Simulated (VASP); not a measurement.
# Ga (Pm-3m) in VASP: further runs

Runs on Ga. Level: PBE. Tasks: single point.

All numbers are computed with VASP 6.6.1; they aren't measurements. Logs are shortened: lines on timing, memory, paths and dates and some standing lists are left out, and cuts for length are marked.

### 1 The cell of the first run

It takes space group Pm-3m (No. 221, cubic). The conventional cell has a = 2.716 Å, b = 2.716 Å, c = 2.716 Å, α = 90.00°, β = 90.00°, γ = 90.00°. Ga (site symmetry m-3m) has 6 Ga at 2.72 Å within 3.6 Å.

### 2 Single point, PBE

The input, INCAR:

```
SYSTEM = Ga
  PREC = Accurate
  ENCUT = 520
  EDIFF = 1E-6
  ISMEAR = 0
  SIGMA = 0.024
  LREAL = .False.
  LASPH = .True.
  NELM = 60
  ALGO = Fast
  ISIF = 2
  LWAVE = .False.
  LCHARG = .False.
  GGA = PE
  NBANDS = 12
```

The input, KPOINTS:

```
regular mesh
0
Gamma
  10 10 10
  0 0 0
```

The input, POSCAR:

```
Ga
1.0
    2.7164800000      0.0000000000      0.0000000000
    0.0000000000      2.7164800000      0.0000000000
    0.0000000000      0.0000000000      2.7164800000
Ga
1
Direct
    0.0000000000      0.0000000000      0.0000000000
```

Potentials or basis: VASP PAW PBE potentials, release 64 (Ga_d).

On the command line:

```console
> cat potpaw_PBE.64/Ga_d/POTCAR > POTCAR
> mpirun -np 1 vasp_std > vasp.out
```

OUTCAR:

```text
SYSTEM = Ga
   PREC = Accurate
   ENCUT = 520
   EDIFF = 1E-6
   ISMEAR = 0
   LREAL = .False.
   LASPH = .True.
   NELM = 60
   ISIF = 2
   GGA = PE

 ion  position               nearest neighbor table
   1  0.000  0.000  0.000-

  LATTYP: Found a simple cubic cell.
 ALAT       =     2.7164800000

  Lattice vectors:

 A1 = (   2.7164800000,   0.0000000000,   0.0000000000)
 A2 = (   0.0000000000,   2.7164800000,   0.0000000000)
 A3 = (   0.0000000000,   0.0000000000,   2.7164800000)

Analysis of symmetry for initial positions (statically):
=====================================================================
 Subroutine PRICEL returns:
 Original cell was already a primitive cell.

 Routine SETGRP: Setting up the symmetry group for a
 simple cubic supercell.

 Subroutine GETGRP returns: Found 48 space group operations
 (whereof 48 operations were pure point group operations)
 out of a pool of 48 trial point group operations.

The static configuration has the point symmetry O_h .

Analysis of symmetry for dynamics (positions and initial velocities):
=====================================================================
 Subroutine PRICEL returns:
 Original cell was already a primitive cell.

 Routine SETGRP: Setting up the symmetry group for a
 simple cubic supercell.

 Subroutine GETGRP returns: Found 48 space group operations
 (whereof 48 operations were pure point group operations)
 out of a pool of 48 trial point group operations.

The dynamic configuration has the point symmetry O_h .

 Subroutine INISYM returns: Found 48 space group operations
 (whereof 48 operations are pure point group operations),
 and found     1 'primitive' translations

----------------------------------------------------------------------------------------

                                     Primitive cell

  volume of cell :      20.0456

  direct lattice vectors                    reciprocal lattice vectors
     2.716480000  0.000000000  0.000000000     0.368123454  0.000000000  0.000000000
     0.000000000  2.716480000  0.000000000     0.000000000  0.368123454  0.000000000
     0.000000000  0.000000000  2.716480000     0.000000000  0.000000000  0.368123454

  length of vectors
     2.716480000  2.716480000  2.716480000     0.368123454  0.368123454  0.368123454

  position of ions in fractional coordinates (direct lattice)
     0.000000000  0.000000000  0.000000000

  ion indices of the primitive-cell ions
   primitive index   ion index
                 1           1

----------------------------------------------------------------------------------------

 KPOINTS: regular mesh

Automatic generation of k-mesh.
 Grid dimensions read from file:
 generate k-points for:   10   10   10

 Generating k-lattice:

  Cartesian coordinates                     Fractional coordinates (reciprocal lattice)
     0.036812345  0.000000000  0.000000000     0.100000000  0.000000000  0.000000000
     0.000000000  0.036812345  0.000000000     0.000000000  0.100000000  0.000000000
     0.000000000  0.000000000  0.036812345     0.000000000  0.000000000  0.100000000

  Length of vectors
     0.036812345  0.036812345  0.036812345

  Shift w.r.t. Gamma in fractional coordinates (k-lattice)
     0.000000000  0.000000000  0.000000000

 Subroutine IBZKPT returns following result:
 ===========================================

 Found     56 irreducible k-points:

 Following reciprocal coordinates:
            Coordinates               Weight
  0.000000  0.000000  0.000000      1.000000
  0.100000  0.000000  0.000000      6.000000
  0.200000  0.000000  0.000000      6.000000
  0.300000  0.000000  0.000000      6.000000
  0.400000  0.000000  0.000000      6.000000
  0.500000  0.000000  0.000000      3.000000
[... 16 lines left out ...]
  0.200000  0.100000  0.100000     24.000000
  0.300000  0.100000  0.100000     24.000000
 [... further k-points ...]
   k-points           NKPTS =     56   k-points in BZ     NKDIM =     56   number of bands    NBANDS=     12
   number of dos      NEDOS =    301   number of ions     NIONS =      1
   total plane-waves  NPLWV =   8000
   dimension x,y,z NGX =    20 NGY =   20 NGZ =   20
   dimension x,y,z NGXF=    40 NGYF=   40 NGZF=   40
   ions per type =               1
   NGX,Y,Z   is equivalent  to a cutoff of  12.24, 12.24, 12.24 a.u.
   NGXF,Y,Z  is equivalent  to a cutoff of  24.48, 24.48, 24.48 a.u.
 SYSTEM =  Ga
   PREC   = accura    normal or accurate (medium, high low for compatibility)
   ISTART =      0    job   : 0-new  1-cont  2-samecut
   ICHARG =      2    charge: 1-file 2-atom 10-const
   ISPIN  =      1    spin polarized calculation?
   LNONCOLLINEAR =      F non collinear calculations
   LSORBIT =      F    spin-orbit coupling
   LASPH  =      T    aspherical Exc in radial PAW
   ENCUT  =  520.0 eV  38.22 Ry    6.18 a.u.   5.05  5.05  5.05*2*pi/ulx,y,z
   NELM   =     60;   NELMIN=  2; NELMDL= -5     # of ELM steps
   EDIFF  = 0.1E-05   stopping-criterion for ELM
   LREAL  =      F    real-space projection
   EDIFFG = 0.1E-04   stopping-criterion for IOM
   NSW    =      0    number of steps for IOM
   IBRION =     -1    ionic relax: 0-MD 1-quasi-New 2-CG
   NFREE  =      0    steps in history (QN), initial steepest desc. (CG)
   ISIF   =      2    stress and relaxation
   ISYM   =      2    0-nonsym 1-usesym 2-fastsym
   POTIM  = 0.5000    time-step for ionic-motion
   TEBEG  =    0.0;   TEEND  =   0.0 temperature during run
   PSTRESS=    0.0 pullay stress
   NELECT =      13.0000    total number of electrons
   NUPDOWN=      -1.0000    fix difference up-down
   EMIN   =  10.00;   EMAX   =-10.00  energy-range for DOS
   EFERMI =   0.00;   METHOD = LEGACY
   ISMEAR =     0;   SIGMA  =   0.02  broadening in eV -4-tet -1-fermi 0-gaus
   EFERMI_NEDOS =   21; number of points for ismear=-14 and -15
   IALGO  =     68    algorithm
   IMIX   =      4    mixing-type and parameters
     AMIX     =   0.40;   BMIX     =  1.00
     AMIX_MAG =   1.60;   BMIX_MAG =  1.00
  volume/ion in A,a.u.               =      20.05       135.27
  Fermi-wavevector in a.u.,A,eV,Ry     =   1.417042  2.677821 27.320614  2.008008
  Thomas-Fermi vector in A             =   2.538314
   LORBIT       =      0    0 simple, 1 ext, 2 COOP (PROOUT), +10 PAW based schemes
   GGA     = PE    functional components
   LHFCALC =     F    Hartree Fock is set to
   AEXX    =    0.0000 exact exchange contribution
   IVDW    =     0    specifies the selected vdW correction
   LEPSILON=     F    determine dielectric tensor
   LRPA    =     F    only Hartree local field effects (RPA)
 non-spin polarized calculation
 RMM-DIIS sequential band-by-band and
 Gauss-broadening in eV      SIGMA  =   0.02
  energy-cutoff  :      520.00
  volume of cell :       20.05
 maximum number of plane-waves:       554
   NGX = 11   NGY = 11   NGZ = 11

 number of electron      13.0000027 magnetization

 Free energy of the ion-electron system (eV)
  ---------------------------------------------------
  ext. energy  EPLUGINS =         0.00000000
  ---------------------------------------------------
  free energy    TOTEN  =        -2.82821033 eV

  energy without entropy =       -2.82800410  energy(sigma->0) =       -2.82810721

 E-fermi :   4.7683     XC(G=0): -10.6334

 val. band max:        4.7513160778   @ k =   0.5000   0.5000   0.3000
 cond. band min:       4.7934526572   @ k =   0.4000   0.4000   0.1000
 fundamental gap:      0.0421365793
 Fermi energy:         4.7683297872

 k-point     1 :       0.0000    0.0000    0.0000
  band No.  band energies     occupation
      1     -10.3410      2.00000
      2     -10.3410      2.00000
      3      -9.8273      2.00000
      4      -9.8273      2.00000
      5      -9.8273      2.00000
      6      -5.7978      2.00000
      7      13.7169      0.00000
      8      13.7169      0.00000
      9      13.7169      0.00000
     10      16.6467      0.00000
     11      16.6467      0.00000
     12      19.1061      0.00000

 k-point     2 :       0.1000    0.0000    0.0000
  band No.  band energies     occupation
      1     -10.3373      2.00000
      2     -10.3078      2.00000
      3      -9.8409      2.00000
      4      -9.8409      2.00000
      5      -9.8261      2.00000
      6      -5.5949      2.00000
      7      11.2147      0.00000
      8      13.9273      0.00000
      9      13.9273      0.00000
     10      16.8193      0.00000
     11      18.1116      0.00000
     12      20.6351      0.00000

 k-point     3 :       0.2000    0.0000    0.0000
  band No.  band energies     occupation
      1     -10.3274      2.00000
      2     -10.2235      2.00000
      3      -9.8764      2.00000
      4      -9.8764      2.00000
      5      -9.8231      2.00000
      6      -4.9815      2.00000
      7       7.8873      0.00000
      8      14.5399      0.00000
      9      14.5399      0.00000
     10      17.3377      0.00000
     11      18.8548      0.00000
     12      24.6029      0.00000
[... 286 lines left out ...]
 k-point    23 :       0.2000    0.1000    0.1000
  band No.  band energies     occupation
      1     -10.2750      2.00000
      2     -10.1959      2.00000
      3      -9.8955      2.00000
      4      -9.8901      2.00000
      5      -9.8506      2.00000
      6      -4.5772      2.00000
      7       8.2552      0.00000
      8      11.9442      0.00000
      9      12.6389      0.00000
     10      20.6356      0.00000
     11      21.2868      0.00000
     12      24.3095      0.00000

 k-point    24 :       0.3000    0.1000    0.1000
  band No.  band energies     occupation
      1     -10.2631      2.00000
      2     -10.0909      2.00000
      3      -9.9430      2.00000
      4      -9.9357      2.00000
      5      -9.8463      2.00000
      6      -3.5557      2.00000
      7       5.2223      0.00000
      8      12.8682      0.00000
      9      13.5988      0.00000
     10      20.9595      0.00000
     11      21.2976      0.00000
     12      22.5181      0.00000

 [... further k-points ...]
[... 5 lines left out ...]
  --------------------------------------------------------------------------------------
  -------------------------------------------------------------------------------------
  Total        0.0738114      0.0738114      0.0738114      0.0000000      0.0000000      0.0000000
  in kB        5.8994873      5.8994873      5.8994873      0.0000000      0.0000000      0.0000000
  external PRESSURE =       5.8994873 kB  Pullay stress =       0.0000000 kB

 VOLUME and BASIS-vectors are now :
 -----------------------------------------------------------------------------
  energy-cutoff  :      520.00
  volume of cell :       20.05
      direct lattice vectors                 reciprocal lattice vectors
     2.716480000  0.000000000  0.000000000     0.368123454  0.000000000  0.000000000
     0.000000000  2.716480000  0.000000000     0.000000000  0.368123454  0.000000000
     0.000000000  0.000000000  2.716480000     0.000000000  0.000000000  0.368123454

 POSITION                                       TOTAL-FORCE (eV/Angst)
 -----------------------------------------------------------------------------------
      0.00000      0.00000      0.00000         0.000000      0.000000      0.000000
 -----------------------------------------------------------------------------------
    total drift:                               -0.000000      0.000000      0.000000

  FREE ENERGIE OF THE ION-ELECTRON SYSTEM (eV)
  ---------------------------------------------------
  free  energy   TOTEN  =        -2.8282103256 eV

  energy  without entropy=       -2.8280041035  energy(sigma->0) =       -2.82810721
```

Wall time 8.4 s (1 thread of Intel Xeon 6975P-C, shared host); peak memory 0.13 GiB.

Results:

- Free energy: -2.8282 eV
- Pressure: 0.6 GPa

Levels at points of the mesh, in eV from the Fermi level:
```csv
k point,band 2,band 3,band 4,band 5,band 6,band 7,band 8,band 9,band 10,band 11
"(0.00, 0.00, 0.00)",-15.11,-14.60,-14.60,-14.60,-10.57,8.95,8.95,8.95,11.88,11.88
"(0.50, 0.00, 0.00)",-14.79,-14.74,-14.74,-14.58,-6.21,-4.10,12.37,12.37,15.59,16.42
"(0.50, 0.50, 0.00)",-14.92,-14.72,-14.72,-14.46,-1.66,-0.67,-0.67,4.22,15.88,20.46
"(0.50, 0.50, 0.50)",-14.93,-14.93,-14.45,-14.45,2.62,2.62,2.62,3.76,8.19,8.19
```

### 3 Single point, PBE

The input, INCAR:

```
SYSTEM = Ga
PREC     = Accurate       ! precision mode
ENCUT    = 520            ! plane-wave cutoff, eV
EDIFF    = 1E-7           ! SCF threshold, eV
ISMEAR   = 0              ! smearing method
SIGMA    = 0.025          ! smearing width, eV
LREAL    = .False.        ! projectors in reciprocal space
LASPH    = .True.         ! aspherical terms in the spheres
NELM     = 60             ! most SCF steps
ALGO     = Fast           ! electronic algorithm
ISIF     = 2              ! what is computed and relaxed
LWAVE    = .False.        ! write WAVECAR
LCHARG   = .False.        ! write CHGCAR
GGA      = PE             ! functional
NBANDS   = 12             ! bands
```

The input, KPOINTS:

```
Automatic mesh
0
Gamma
  10 10 10
  0 0 0
```

POSCAR is that of step 2.

Potentials or basis: VASP PAW PBE potentials, release 64 (Ga_d).

On the command line:

```console
> cat potpaw_PBE.64/Ga_d/POTCAR > POTCAR
> mpirun -np 1 vasp_std > vasp.out
```

OUTCAR:

```text
SYSTEM = Ga
   PREC = Accurate
   ENCUT = 520
   EDIFF = 1E-7
   ISMEAR = 0
   LREAL = .False.
   LASPH = .True.
   NELM = 60
   ISIF = 2
   GGA = PE

 ion  position               nearest neighbor table
   1  0.000  0.000  0.000-

  LATTYP: Found a simple cubic cell.
 ALAT       =     2.7164800000

  Lattice vectors:

 A1 = (   2.7164800000,   0.0000000000,   0.0000000000)
 A2 = (   0.0000000000,   2.7164800000,   0.0000000000)
 A3 = (   0.0000000000,   0.0000000000,   2.7164800000)

Analysis of symmetry for initial positions (statically):
[... 531 lines left out ...]
      6      -3.5558      2.00000
      7       5.2223      0.00000
      8      12.8681      0.00000
      9      13.5988      0.00000
     10      20.9595      0.00000
     11      21.2975      0.00000
     12      22.5178      0.00000

 [... further k-points ...]
[... 5 lines left out ...]
  --------------------------------------------------------------------------------------
  -------------------------------------------------------------------------------------
  Total        0.0758962      0.0758962      0.0758962      0.0000000     -0.0000000      0.0000000
  in kB        6.0661182      6.0661182      6.0661182      0.0000000     -0.0000000      0.0000000
  external PRESSURE =       6.0661182 kB  Pullay stress =       0.0000000 kB

 VOLUME and BASIS-vectors are now :
 -----------------------------------------------------------------------------
  energy-cutoff  :      520.00
  volume of cell :       20.05
      direct lattice vectors                 reciprocal lattice vectors
     2.716480000  0.000000000  0.000000000     0.368123454  0.000000000  0.000000000
     0.000000000  2.716480000  0.000000000     0.000000000  0.368123454  0.000000000
     0.000000000  0.000000000  2.716480000     0.000000000  0.000000000  0.368123454

 POSITION                                       TOTAL-FORCE (eV/Angst)
 -----------------------------------------------------------------------------------
      0.00000      0.00000      0.00000         0.000000      0.000000      0.000000
 -----------------------------------------------------------------------------------
    total drift:                                0.000000      0.000000      0.000000

  FREE ENERGIE OF THE ION-ELECTRON SYSTEM (eV)
  ---------------------------------------------------
  free  energy   TOTEN  =        -2.8282191150 eV

  energy  without entropy=       -2.8279873030  energy(sigma->0) =       -2.82810321
```

OSZICAR:

```text
N       E                     dE             d eps       ncg     rms          rms(c)
DAV:   1     0.450062724607E+02    0.45006E+02   -0.68300E+03  1408   0.183E+03
DAV:   2    -0.530687594673E+00   -0.45537E+02   -0.43726E+02  1420   0.267E+02
DAV:   3    -0.282881184665E+01   -0.22981E+01   -0.22922E+01  1592   0.476E+01
DAV:   4    -0.284841165113E+01   -0.19600E-01   -0.19598E-01  1472   0.469E+00
DAV:   5    -0.284864939433E+01   -0.23774E-03   -0.23774E-03  1608   0.495E-01    0.912E-01
RMM:   6    -0.283000487341E+01    0.18645E-01   -0.29901E-02  1779   0.246E+00    0.444E-01
RMM:   7    -0.282831916178E+01    0.16857E-02   -0.74328E-03  1936   0.946E-01    0.135E-01
RMM:   8    -0.282820372189E+01    0.11544E-03   -0.74008E-04  1833   0.301E-01    0.194E-02
RMM:   9    -0.282821970522E+01   -0.15983E-04   -0.94818E-05  1956   0.142E-01    0.648E-03
RMM:  10    -0.282821917198E+01    0.53323E-06   -0.20057E-05  2067   0.548E-02    0.795E-04
RMM:  11    -0.282821921189E+01   -0.39910E-07   -0.27012E-06  1952   0.182E-02    0.373E-04
RMM:  12    -0.282821908047E+01    0.13143E-06   -0.37653E-07  1280   0.762E-03    0.595E-05
RMM:  13    -0.282821911504E+01   -0.34569E-07   -0.69569E-08   988   0.362E-03
   1 F= -.28282191E+01 E0= -.28281032E+01  d E =-.231812E-03
```

stdout:

```text
POSCAR found type information on POSCAR Ga
 POSCAR found :  1 types and       1 ions
 scaLAPACK will be used
 LDA part: xc-table for (Slater+PW92), standard interpolation
 POSCAR, INCAR and KPOINTS ok, starting setup
 FFT: planning ... GRIDC
 FFT: planning ... GRID_SOFT
 FFT: planning ... GRID
 WAVECAR not read
 entering main loop
```

Run time: 8.9 s. Hardware: 1 thread of Intel Xeon 6975P-C, shared host; peak memory 0.13 GiB.

What came out:

* Free energy: -2.8282 eV
* Pressure: 0.6 GPa

(Part 1 of 2 ends here.)
